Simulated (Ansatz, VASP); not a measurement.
## Two plane-wave programs on Cu

```xyz
8
Lattice="0.0000 3.5634 -3.5634 -3.5634 0.0000 -3.5634 -3.5634 3.5634 0.0000" Properties=species:S:1:pos:R:3 pbc="T T T"
Cu   -1.7817    1.7817   -3.5634
Cu   -1.7817    0.0000   -1.7817
Cu    0.0000    1.7817   -1.7817
Cu    0.0000    0.0000    0.0000
Cu   -3.5634    3.5634   -3.5634
Cu   -3.5634    1.7817   -1.7817
Cu   -1.7817    3.5634   -1.7817
Cu   -1.7817    1.7817    0.0000
```

Alike in both runs: functional PBEsol; k mesh 6 × 6 × 6; occupations gaussian, width 0.1 eV; no spin polarisation.

Ansatz relaxed the structure, and its values are those at the end. VASP's run is a single point on that final structure, the one shown.

|  | VASP | Ansatz |
| --- | --- | --- |
| version | VASP 6.6.1 | Ansatz 0.2.0 |
| potentials or method | VASP PAW PBE potentials, release 64 (Cu), cutoff 520 eV | scalar-relativistic, plane waves, PAW |
| valence electrons in the cell | 88 | 152 |

Ansatz gave:

- gap on the k mesh at the Fermi level (eV): none
- pressure (GPa): -0.1

Problem. Which values does VASP return?

Solution. gap on the k mesh at the Fermi level (eV): none; pressure (GPa): 0.6.

VASP's potentials were made for PBE, not for PBEsol. A gap of «none» marks a metal or a gap that the smearing closes. With one functional, cell and mesh, what is left measures potentials, basis and numerics. VASP's potentials hold 88 valence electrons a cell and Ansatz's 152, so a difference there can come from the potentials and not from the codes.
